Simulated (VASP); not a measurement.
Here is a VASP 6.6.1 calculation.

Contents of INCAR:

```
SYSTEM = Al3BSb2
  ALGO = Normal
  EDIFF = 1E-7
  EDIFFG = -0.08
  ENCUT = 500
  GGA = PE
  GGA_COMPAT = .False.
  IBRION = 2
  ISIF = 3
  ISMEAR = 0
  LASPH = .True.
  LCHARG = .False.
  LREAL = .False.
  LWAVE = .False.
  NELM = 120
  NELMIN = 4
  NSW = 36
  PREC = Accurate
  SIGMA = 0.2
```

File KPOINTS:

```
k-points
0
Gamma
  3 3 4
  0 0 0
```

POSCAR

```
Al3BSb2
1.0
    5.9452126500      0.0000000000      0.0000000000
   -2.9726063300      5.1487051900      0.0000000000
    0.0000000000      0.0000000000      4.3458947800
Al B Sb
3 1 2
Direct
    0.5000000000      0.0000000000      0.0000000000
    0.0000000000      0.5000000000      0.0000000000
    0.5000000000      0.5000000000      0.0000000000
    0.0000000000      0.0000000000      0.5000000000
    0.3333333300      0.6666666700      0.0000000000
    0.6666666700      0.3333333300      0.0000000000
```

Potentials or basis: VASP PAW PBE potentials, release 64 (Al, B, Sb).

Launch:

```sh
$ cat potpaw_PBE.64/Al/POTCAR potpaw_PBE.64/B/POTCAR potpaw_PBE.64/Sb/POTCAR > POTCAR
$ mpirun -np 1 vasp_std > vasp.out
```

Problem. What does it give for the space group after relaxing (to 0.1 Å)?

Solution. P6/mmm (No. 191).

Problem. What does it give for the band gap on the k mesh?

Solution. Zero (bands 11 and 12 overlap by 1.63 eV).

Problem. Estimate the relaxed volume.

Solution. 37.65 Å³/atom.

Step by step:
```csv
step,energy change (eV),largest force (eV/Å),pressure (GPa),volume (Å³)
1,0.0000,0.0000,131.66,133.03
2,-45.0532,0.0000,-2.08,697.46
3,-45.5654,0.0000,-2.21,659.52
4,-46.1181,0.0000,-2.35,622.68
5,-51.1471,0.0000,-1.48,335.29
6,-51.0525,0.0000,0.63,293.37
7,-51.1828,0.0000,-0.92,321.31
8,-51.1820,0.0000,-0.71,316.79
9,-51.3773,0.0000,-0.88,306.44
10,-52.3836,0.0000,-1.43,275.41
11,-53.6549,0.0000,1.64,213.43
12,-53.7325,0.0000,0.25,223.29
13,-53.7135,0.0000,-0.77,231.85
14,-53.7385,0.0000,-0.09,225.91
```

Caveat: the k points lie up to 0.52 Å⁻¹ apart in the final cell, too coarse for converged energies and pressures of a metal; the volume moved by over 15 % at a fixed basis, so the end points are rough; spin-orbit coupling is left out, which moves the levels of the heavy elements.
